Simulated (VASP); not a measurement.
Wanted: the native input for a VASP 6.6.1 run.

- Task: single point
- Functional: PBEsol
- Potentials or basis: VASP PAW PBE potentials, release 64 (La, Pd)
- Cutoff: 520 eV
- k mesh: 8 × 8 × 8
- Occupations: gaussian, width 0.05 eV
- Spin: no spin polarisation
- Dipole correction: no
- Further INCAR settings: ALGO = Normal; EDIFF = 1e-07; NBANDS = 28

The structure of LaPd3 lies in POSCAR:

```
LaPd3
1.0
    4.2279988746      0.0000000000      0.0000000000
    0.0000000000      4.2279988746      0.0000000000
    0.0000000000      0.0000000000      4.2279988746
La Pd
1 3
Direct
    0.0000000000      0.0000000000      0.0000000000
    0.0000000000      0.5000000000      0.5000000000
    0.5000000000      0.5000000000      0.0000000000
    0.5000000000      0.0000000000      0.5000000000
```

These files were run (other wordings do the same):

INCAR

```
ALGO = Normal
EDIFF = 1E-7
ENCUT = 520
GGA = PS
ISIF = 2
ISMEAR = 0
LASPH = True
LCHARG = False
LREAL = False
LWAVE = False
NBANDS = 28
NELM = 60
PREC = Accurate
SIGMA = 0.05
```

KPOINTS

```
k-points
0
Gamma
  8 8 8
```

Potentials or basis: VASP PAW PBE potentials, release 64 (La, Pd).

The run is started by

```console
$ cat potpaw_PBE.64/La/POTCAR potpaw_PBE.64/Pd/POTCAR > POTCAR
$ mpirun -np 1 vasp_std > vasp.out
```

It gave:

The pressure is -6.4 GPa.

Caveat: the PAW data sets were made with another functional, which shifts forces and pressure a little.

Wall time 110 s on 1 thread of AMD EPYC 7R13 Processor (Zen 3) (shared host), peak memory 0.2 GiB.
